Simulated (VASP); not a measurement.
# Ge (P6_3/mmc) in VASP: further runs

Runs on Ge. Level: r2SCAN. Tasks: single point.

Program: VASP 6.6.1. These are calculated values, not measurements. Logs are shortened: lines on timing, memory, paths and dates and some standing lists are left out, and cuts for length are marked.

### Step 1. The cell of the first run

It takes space group P6_3/mmc (No. 194, hexagonal). The conventional cell has a = 4.056 Å, b = 4.056 Å, c = 6.543 Å, α = 90.00°, β = 90.00°, γ = 120.00°. Ge (site symmetry 3m) has 4 Ge at 2.45 to 2.48 Å within 3.2 Å.

This isn't the form of Ge at room conditions, which is diamond.

### Step 2. Single point, r2SCAN (biaxial strain in the a-b plane: +1.5 %)

Input file POSCAR:

```
Ge
1.0
    4.0555834325      0.0000000000      0.0000000000
   -2.0277917162      3.5122382797      0.0000000000
    0.0000000000      0.0000000000      6.5432865584
Ge
4
Direct
    0.6666666667      0.3333333333      0.0629814339
    0.3333333333      0.6666666667      0.5629814339
    0.6666666667      0.3333333333      0.4370185661
    0.3333333333      0.6666666667      0.9370185661
```

Input file INCAR.step1:

```
PREC = Accurate
ENCUT = 520
ISMEAR = 0
SIGMA = 0.01
LREAL = F
LASPH = T
NELM = 60
NBANDS = 36
GGA = PE
ALGO = Normal
EDIFF = 1E-4
LWAVE = T
LCHARG = F
```

Input file INCAR.step2:

```
PREC = Accurate
ENCUT = 520
EDIFF = 1E-6
ISMEAR = 0
SIGMA = 0.01
LREAL = F
LASPH = T
NELM = 60
ALGO = Normal
ISIF = 2
LWAVE = F
LCHARG = T
METAGGA = R2SCAN
LMIXTAU = T
LELF = T
LVHAR = T
NBANDS = 36
ISTART = 1
```

Input file KPOINTS:

```
Automatic mesh
0
Gamma
  12 12 6
```

Potentials or basis: VASP PAW PBE potentials, release 64 (Ge_d).

On the command line:

```
$ cat potpaw_PBE.64/Ge_d/POTCAR > POTCAR
$ cp INCAR.step1 INCAR
$ mpirun -np 1 vasp_std > vasp.out
$ cp INCAR.step2 INCAR
$ mpirun -np 1 vasp_std > vasp.out
```

OUTCAR:

```text
PREC = Accurate
   ENCUT = 520
   EDIFF = 1E-6
   ISMEAR = 0
   LREAL = F
   LASPH = T
   NELM = 60
   ISIF = 2
   METAGGA = R2SCAN
   ISTART = 1

 ion  position               nearest neighbor table
   1  0.667  0.333  0.063-   3 2.45   4 2.48   4 2.48   4 2.48
   2  0.333  0.667  0.563-   4 2.45   3 2.48   3 2.48   3 2.48
   3  0.667  0.333  0.437-   1 2.45   2 2.48   2 2.48   2 2.48
   4  0.333  0.667  0.937-   2 2.45   1 2.48   1 2.48   1 2.48

  LATTYP: Found a hexagonal cell.
 ALAT       =     4.0555834325
 C/A-ratio  =     1.6134020338

  Lattice vectors:

 A1 = (   4.0555834325,   0.0000000000,   0.0000000000)
 A2 = (  -2.0277917162,   3.5122382797,   0.0000000000)
 A3 = (   0.0000000000,   0.0000000000,   6.5432865584)

Analysis of symmetry for initial positions (statically):
=====================================================================
 Subroutine PRICEL returns:
 Original cell was already a primitive cell.

 Routine SETGRP: Setting up the symmetry group for a
 hexagonal supercell.

 Subroutine GETGRP returns: Found 24 space group operations
 (whereof 12 operations were pure point group operations)
 out of a pool of 24 trial point group operations.

The static configuration has the point symmetry D_3d.
 The point group associated with its full space group is D_6h.

Analysis of symmetry for dynamics (positions and initial velocities):
=====================================================================
 Subroutine PRICEL returns:
 Original cell was already a primitive cell.

 Routine SETGRP: Setting up the symmetry group for a
 hexagonal supercell.

 Subroutine GETGRP returns: Found 24 space group operations
 (whereof 12 operations were pure point group operations)
 out of a pool of 24 trial point group operations.

The dynamic configuration has the point symmetry D_3d.
 The point group associated with its full space group is D_6h.

 Subroutine INISYM returns: Found 24 space group operations
 (whereof 12 operations are pure point group operations),
 and found     1 'primitive' translations

----------------------------------------------------------------------------------------

                                     Primitive cell

  volume of cell :      93.2037

[... 83 lines left out ...]
   PREC   = accura    normal or accurate (medium, high low for compatibility)
   ISTART =      1    job   : 0-new  1-cont  2-samecut
   ICHARG =      0    charge: 1-file 2-atom 10-const
   ISPIN  =      1    spin polarized calculation?
   LNONCOLLINEAR =      F non collinear calculations
   LSORBIT =      F    spin-orbit coupling
   LASPH  =      T    aspherical Exc in radial PAW
   ENCUT  =  520.0 eV  38.22 Ry    6.18 a.u.   7.54  7.54 12.17*2*pi/ulx,y,z
   NELM   =     60;   NELMIN=  2; NELMDL=  0     # of ELM steps
   EDIFF  = 0.1E-05   stopping-criterion for ELM
   LREAL  =      F    real-space projection
   EDIFFG = 0.1E-04   stopping-criterion for IOM
   NSW    =      0    number of steps for IOM
   IBRION =     -1    ionic relax: 0-MD 1-quasi-New 2-CG
   NFREE  =      0    steps in history (QN), initial steepest desc. (CG)
   ISIF   =      2    stress and relaxation
   ISYM   =      2    0-nonsym 1-usesym 2-fastsym
   POTIM  = 0.5000    time-step for ionic-motion
   TEBEG  =    0.0;   TEEND  =   0.0 temperature during run
   PSTRESS=    0.0 pullay stress
   NELECT =      56.0000    total number of electrons
   NUPDOWN=      -1.0000    fix difference up-down
   EMIN   =  10.00;   EMAX   =-10.00  energy-range for DOS
   EFERMI =   0.00;   METHOD = LEGACY
   ISMEAR =     0;   SIGMA  =   0.01  broadening in eV -4-tet -1-fermi 0-gaus
   EFERMI_NEDOS =   21; number of points for ismear=-14 and -15
   IALGO  =     38    algorithm
   IMIX   =      4    mixing-type and parameters
     AMIX     =   0.40;   BMIX     =  1.00
     AMIX_MAG =   1.60;   BMIX_MAG =  1.00
  volume/ion in A,a.u.               =      23.30       157.24
  Fermi-wavevector in a.u.,A,eV,Ry     =   1.381422  2.610509 25.964368  1.908327
  Thomas-Fermi vector in A             =   2.506208
   LORBIT       =      0    0 simple, 1 ext, 2 COOP (PROOUT), +10 PAW based schemes
   METAGGA = R2SCAN    functional components
   LHFCALC =     F    Hartree Fock is set to
   AEXX    =    0.0000 exact exchange contribution
   IVDW    =     0    specifies the selected vdW correction
   LEPSILON=     F    determine dielectric tensor
   LRPA    =     F    only Hartree local field effects (RPA)
 non-spin polarized calculation
 Gauss-broadening in eV      SIGMA  =   0.01
  energy-cutoff  :      520.00
  volume of cell :       93.20
 maximum number of plane-waves:      2543
   NGX = 15   NGY = 15   NGZ = 25

 number of electron      55.9999977 magnetization

 Free energy of the ion-electron system (eV)
  ---------------------------------------------------
  ext. energy  EPLUGINS =         0.00000000
  ---------------------------------------------------
  free energy    TOTEN  =       -55.39205584 eV

  energy without entropy =      -55.39204278  energy(sigma->0) =      -55.39204931

 E-fermi :   4.5862     XC(G=0): -10.6633

 val. band max:        4.5861611673   @ k =   0.0000   0.0000   0.1667
 cond. band min:       4.7051456045   @ k =   0.0000   0.0000   0.0000
 fundamental gap:      0.1189844371
 Fermi energy:         4.5861611675

 k-point     1 :       0.0000    0.0000    0.0000
  band No.  band energies     occupation
      1     -20.9630      2.00000
      2     -20.9629      2.00000
      3     -20.9470      2.00000
      4     -20.9297      2.00000
      5     -20.9203      2.00000
      6     -20.9203      2.00000
[... 925 lines left out ...]
     35      11.8161      0.00000
     36      12.5248      0.00000

 [... further k-points ...]
[... 5 lines left out ...]
  --------------------------------------------------------------------------------------
  -------------------------------------------------------------------------------------
  Total       -1.5805530     -1.5805530      0.9313683     -0.0000000     -0.0000000      0.0000000
  in kB      -27.1697964    -27.1697964     16.0102748     -0.0000000     -0.0000000      0.0000000
  external PRESSURE =     -12.7764393 kB  Pullay stress =       0.0000000 kB

 VOLUME and BASIS-vectors are now :
 -----------------------------------------------------------------------------
  energy-cutoff  :      520.00
  volume of cell :       93.20
      direct lattice vectors                 reciprocal lattice vectors
     4.055583432  0.000000000  0.000000000     0.246573648  0.142359362  0.000000000
    -2.027791716  3.512238280  0.000000000     0.000000000  0.284718724  0.000000000
     0.000000000  0.000000000  6.543286558     0.000000000  0.000000000  0.152828398

 POSITION                                       TOTAL-FORCE (eV/Angst)
 -----------------------------------------------------------------------------------
      2.02779      1.17075      0.41211         0.000000     -0.000000     -0.216503
     -0.00000      2.34149      3.68375        -0.000000      0.000000     -0.216503
      2.02779      1.17075      2.85954         0.000000     -0.000000      0.216503
     -0.00000      2.34149      6.13118        -0.000000      0.000000      0.216503
 -----------------------------------------------------------------------------------
    total drift:                               -0.000000      0.000000     -0.000000

  FREE ENERGIE OF THE ION-ELECTRON SYSTEM (eV)
  ---------------------------------------------------
  free  energy   TOTEN  =       -55.3920558356 eV

  energy  without entropy=      -55.3920427756  energy(sigma->0) =      -55.39204931
```

OUTCAR.step1:

```text
PREC = Accurate
   ENCUT = 520
   ISMEAR = 0
   LREAL = F
[... 1167 lines left out ...]
      2.02779      1.17075      0.41211         0.000000      0.000000     -0.235353
     -0.00000      2.34149      3.68375         0.000000      0.000000     -0.235353
      2.02779      1.17075      2.85954        -0.000000      0.000000      0.235353
     -0.00000      2.34149      6.13118         0.000000     -0.000000      0.235353
 -----------------------------------------------------------------------------------
    total drift:                               -0.000000      0.000000     -0.000000

  FREE ENERGIE OF THE ION-ELECTRON SYSTEM (eV)
  ---------------------------------------------------
  free  energy   TOTEN  =       -17.9745336498 eV

  energy  without entropy=      -17.9744979409  energy(sigma->0) =      -17.97451580
```

It took 5.7 min on 1 thread of Intel Xeon 6975P-C (Granite Rapids), shared host; peak memory 0.32 GiB.

What came out:

* Free energy: -55.3921 eV
* Pressure: -1.3 GPa
* Largest force: 0.217 eV/Å
* Band gap on the k mesh: zero (bands 28 and 29 overlap by 0.12 eV)

Forces on the atoms (eV/Å):
```
Ge   0.000  0.000 -0.217
Ge   0.000  0.000 -0.217
Ge   0.000  0.000  0.217
Ge   0.000  0.000  0.217
```

Levels at points of the mesh, in eV from the Fermi level:
```tsv
k point	band 26	band 27	band 28	band 29	band 30	band 31
(0.00, 0.00, 0.00)	-0.17	-0.10	0.12	0.12	0.21	2.28
(0.50, 0.00, 0.00)	-3.23	-2.87	-1.45	0.65	1.94	3.83
(0.00, 0.00, 0.50)	-0.97	-0.97	-0.97	0.74	0.74	3.49
(0.50, 0.00, 0.50)	-2.55	-2.51	-2.51	0.74	0.74	2.46
```

Caveat: the cell differs from its parent crystal (biaxial strain in the a-b plane: +1.5 %); semilocal functionals underestimate gaps, and a narrow one can read as zero; the PAW data sets were made with another functional, which shifts forces and pressure a little.

[end of part 1 of 2]

The gap in the log of VASP goes by the Fermi energy; the results here count the filled bands.